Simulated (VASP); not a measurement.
Crystal: NaF.

```
CELL_PARAMETERS angstrom
0.00000 2.53126 2.53126
2.53126 0.00000 2.53126
2.53126 2.53126 0.00000
ATOMIC_POSITIONS crystal
Na 0.00000 0.00000 0.00000
F 0.25000 0.25000 0.25000
```

Base run:

```yaml
Program: VASP 6.6.1
Functional: PBE
Potentials_or_basis: VASP PAW PBE potentials, release 64 (Na_pv, F)
Cutoff: 520 eV
k_mesh: 6 × 6 × 6
Occupations: gaussian, width 0.01 eV
Spin: no spin polarisation
```

Its results: band gap on the k mesh 5.61 eV, direct; pressure 2.0 GPa.

Task: The run is repeated on the same cell with these changes: functional from PBE to r2SCAN. What comes out?

Result: Band gap on the k mesh 6.27 eV, direct; pressure -0.3 GPa.

r2SCAN gives the wider gap, since meta-GGAs in the generalised Kohn-Sham scheme recover part of the derivative discontinuity.

Caveats: the PAW data sets were made with another functional, which shifts forces and pressure a little (some runs).

